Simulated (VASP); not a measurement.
Write the native input for VASP 6.6.1 that does the following.

| Item | Value |
| --- | --- |
| Task | single point |
| Functional | PBE |
| Potentials or basis | VASP PAW PBE potentials, release 64 (Ta_pv, Si) |
| Cutoff | 520 eV |
| k mesh | 9 × 9 × 6 |
| Occupations | gaussian, width 0.15 eV |
| Spin | no spin polarisation |
| Dipole correction | no |
| Further INCAR settings | ALGO = Normal; EDIFF = 1e-07; NBANDS = 38 |

The structure of TaSi2 lies in POSCAR:

```
TaSi2
1.0
    4.8060235202      0.0000000000      0.0000000000
   -2.4030117601      4.1621384597      0.0000000000
    0.0000000000      0.0000000000      6.5995345254
Ta Si
3 6
Direct
    0.3651691992      0.0000000000     -0.0981887431
    0.5000000000      0.5000000000      0.6666666667
    0.0000000000      0.5000000000      0.3333333333
    0.1589152396      0.3178304793      0.0000000000
    0.8410847604      0.1589152396      0.6666666667
    0.6821695207      0.8410847604      0.3333333333
    0.8410847604      0.6821695207      0.0000000000
    0.1589152396      0.8410847604      0.6666666667
    0.3178304793      0.1589152396      0.3333333333
```

This cell differs from its parent crystal: atom 1 (Ta) moved by -0.648 Å along [1 0 0] and -0.648 Å along [0 0 1].

One way to write it, as run:

INCAR

```
PREC = Accurate
ENCUT = 520
EDIFF = 1E-7
ISMEAR = 0
SIGMA = 0.15
LREAL = F
LASPH = T
NELM = 80
ALGO = Normal
ISIF = 2
LWAVE = F
LCHARG = T
GGA = PE
LELF = T
LVHAR = T
NBANDS = 38
```

KPOINTS

```
regular mesh
0
Gamma
  9 9 6
```

Potentials or basis: VASP PAW PBE potentials, release 64 (Ta_pv, Si).

The run is started by

```console
$ cat potpaw_PBE.64/Ta_pv/POTCAR potpaw_PBE.64/Si/POTCAR > POTCAR
$ mpirun -np 1 vasp_std > vasp.out
```

It gave:

The pressure is 28.8 GPa. The largest force is 31.218 eV/Å. The band gap on the k mesh is zero (an odd number of electrons rules out a gap without spin polarisation).

Caveat: the cell differs from its parent crystal (atom 1 (Ta) moved by -0.648 Å along [1 0 0] and -0.648 Å along [0 0 1]); atoms lie so close that the PAW spheres overlap strongly, which falsifies energies and pressures; the stress differs along the axes, from 16 to 50 GPa; spin-orbit coupling is left out, which moves the levels of the heavy elements; an odd number of electrons without spin polarisation forces a metal; a magnetic or distorted state may lie lower.

Wall time 21 min on 1 thread of Intel(R) Xeon(R) 6975P-C (Granite Rapids), on a shared host, peak memory 0.92 GiB.
